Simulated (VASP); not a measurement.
Runs of VASP 6.6.1 on AlP. The structure is that of space group F-43m (No. 216), or close to it. The cells are those of the table. 

```tsv
task	level	cell	k mesh	cutoff (eV)	grid for exact exchange (PRECFOCK)	share of exact exchange	gap on the mesh (eV)	pressure (GPa)
single point	r2SCAN	a = 3.925 Å, angles 60.0°, 2 atoms	10 × 10 × 10	550	-	-	(a)	-3.5
single point	PBE0	a = 3.874 Å, angles 60.0°, 2 atoms	8 × 8 × 8	400	Normal	0.25	2.97	-0.5
single point	r2SCAN	a = 3.821 Å, angles 60.0°, 2 atoms	10 × 10 × 10	550	-	-	(b)	3.7
relaxation of cell and atoms	PBE	relaxed from a = 3.854 Å, angles 60.0°, 2 atoms	8 × 8 × 8	500	-	-	1.63	0.0
single point	r2SCAN	a = 3.795 Å, angles 60.0°, 2 atoms	10 × 10 × 10	550	-	-	1.81	6.0
```

Alike in all rows: potentials or basis VASP PAW PBE potentials, release 64 (Al, P); no spin polarisation; smearing fermi-dirac 0.02 eV.

Q: Estimate the missing entries.

A: (a) 2.00; (b) 1.85.

Caveats: the PAW data sets were made with another functional, which shifts forces and pressure a little (at least some runs); the cell stands under pressure (at least some runs); the cell stands under tension (at least some runs).

A k mesh can miss the band edges.
